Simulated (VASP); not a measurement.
A run of VASP 6.6.1 is set up as follows.

The input INCAR:

```
PREC = Accurate ; ENCUT = 520
EDIFF = 1E-6 ; ISMEAR = 0
SIGMA = 0.15 ; LREAL = False
LASPH = True ; NELM = 80
ALGO = Fast ; ISIF = 2
LWAVE = False ; LCHARG = False
GGA = PS ; NBANDS = 13
```

File KPOINTS:

```
regular mesh
0
Gamma
  18 18 18
```

POSCAR

```
Mo
1.0
    2.5303471174      0.0000000000      0.0000000000
   -1.2651735587      2.5466981085      0.0000000000
    0.0000000000      0.0000000000      2.5551807000
Mo
1
Direct
    0.0000000000      0.0000000000      0.5000000000
```

Potentials or basis: VASP PAW PBE potentials, release 64 (Mo_sv).

Command:

```sh
$ cat potpaw_PBE.64/Mo_sv/POTCAR > POTCAR
$ mpirun -np 1 vasp_std > vasp.out
```

Q: Estimate the pressure.

A: 0.4 GPa.

Q: Estimate the band gap on the k mesh.

A: Zero (bands 7 and 8 overlap by 2.21 eV).

Stress tensor (GPa, compression positive):
```
10.78  0.00  0.00
 0.00 -2.67  0.00
 0.00  0.00 -7.01
```

Caveat: the cell differs from its parent crystal (strain -0.0750 x Voigt [1, -1, 0, 0, 0, 0]); the PAW data sets were made with another functional, which shifts forces and pressure a little.
